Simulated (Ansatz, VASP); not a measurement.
# W: VASP beside Ansatz

POSCAR

```
W
1.0
   -1.5973000000      1.5973000000      1.5973000000
    1.5973000000     -1.5973000000      1.5973000000
    1.5973000000      1.5973000000     -1.5973000000
W
1
Direct
    0.0000000000      0.0000000000      0.0000000000
```

File INCAR.step1:

```
PREC = Accurate
ENCUT = 520
ISMEAR = -1
SIGMA = 0.03
LREAL = False
LASPH = True
NELM = 100
NBANDS = 13
GGA = PE
ALGO = Normal
EDIFF = 1E-4
LWAVE = True
LCHARG = False
```

Contents of INCAR.step2:

```
PREC = Accurate
ENCUT = 520
EDIFF = 1E-8
ISMEAR = -1
SIGMA = 0.03
LREAL = False
LASPH = True
NELM = 100
ALGO = Normal
ISIF = 2
LWAVE = False
LCHARG = False
METAGGA = R2SCAN
LMIXTAU = True
LEFG = True
NBANDS = 13
ISTART = 1
```

The input KPOINTS:

```
Automatic mesh
0
Gamma
  14 14 14
```

Input for Ansatz:

```yaml
crystal:
  lattice:
    - [-1.5973, 1.5973, 1.5973]
    - [1.5973, -1.5973, 1.5973]
    - [1.5973, 1.5973, -1.5973]
  atoms:
    - { symbol: W, position: [0.0, 0.0, 0.0] }
kpoints:
  mp_grid: { grid: [14, 14, 14] }
  band_path:
    path:
      - [0.0, 0.0, 0.0]
      - [0.5, -0.5, 0.5]
      - [0.0, 0.0, 0.5]
      - [0.0, 0.0, 0.0]
      - [0.25, 0.25, 0.25]
      - [0.5, -0.5, 0.5]
      - [0.25, 0.25, 0.25]
      - [0.0, 0.0, 0.5]
    npoints: 5
scf:
  occupations: { method: fermi_dirac, width: 0.03 }
hamiltonian:
  xc: r2scan
  pseudopotentials: { kind: paw }
output:
  forces: true
  stress: true
  eigenvalues: true
  efg: { contact_densities: true }
```

Alike in both runs: task electric field gradients; functional r2SCAN; k mesh 14 × 14 × 14; occupations fermi-dirac, width 0.03 eV; no spin polarisation.

|  | VASP | Ansatz |
| --- | --- | --- |
| version | VASP 6.6.1 | Ansatz 0.2.0 |
| potentials or method | VASP PAW PBE potentials, release 64 (W_sv) | PAW with Ansatz's default frozen-core files, scalar-relativistic |
| plane-wave cutoff (eV) | 520 | 500 |
| valence electrons in the cell | 14 | 14 |

Ansatz gave:

| Quantity | Value |
| --- | --- |
| pressure (GPa) | -7.1 |

Problem. Estimate VASP's values.

Solution. Pressure (GPa): -6.0.

VASP's potentials were made for PBE, not for r2SCAN. The functional is the same, so the differences come from potentials, cutoffs and numerics.

Spin-orbit coupling is off throughout.
